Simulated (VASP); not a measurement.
**Ni: single point with PBE**

Ni:

```
Ni
1.0
     0.00000    1.54933    1.54933
     1.54933    0.00000    1.54933
     1.54933    1.54933    0.00000
Ni
1
Direct
  0.00000 0.00000 0.00000
```

| Quantity | Value |
| --- | --- |
| Program | VASP 6.6.1 |
| Task | single point |
| Functional | PBE |
| Potentials or basis | VASP PAW PBE potentials, release 64 (Ni) |
| Cutoff | 520 eV |
| k mesh | 21 × 21 × 21 |
| Occupations | fermi-dirac, width 0.08 eV |
| Spin | collinear spin, ferromagnetic start |
| Starting moments | [1.0] μB |

The pressure is 188.7 GPa. The net moment is 0.52 μB per cell and the site moments are Ni +0.50 μB.

Levels at points of the mesh, in eV from the Fermi level:
Spin up:
| k point | band 2 | band 3 | band 4 | band 5 | band 6 | band 7 | band 8 | band 9 |
| --- | --- | --- | --- | --- | --- | --- | --- | --- |
| (0.00, 0.00, 0.00) | -3.66 | -3.66 | -3.66 | -1.66 | -1.66 | 26.76 | 33.80 | 33.80 |
Spin down:
```tsv
k point	band 3	band 4	band 5	band 6	band 7	band 8
(0.00, 0.00, 0.00)	-3.05	-3.05	-1.16	-1.16	26.69	33.78
```

Run time: 30 s on 1 thread of AMD EPYC 9R45 (Zen 5), with other jobs on the host, peak memory 0.12 GiB.

Caveat: the cell stands under pressure.
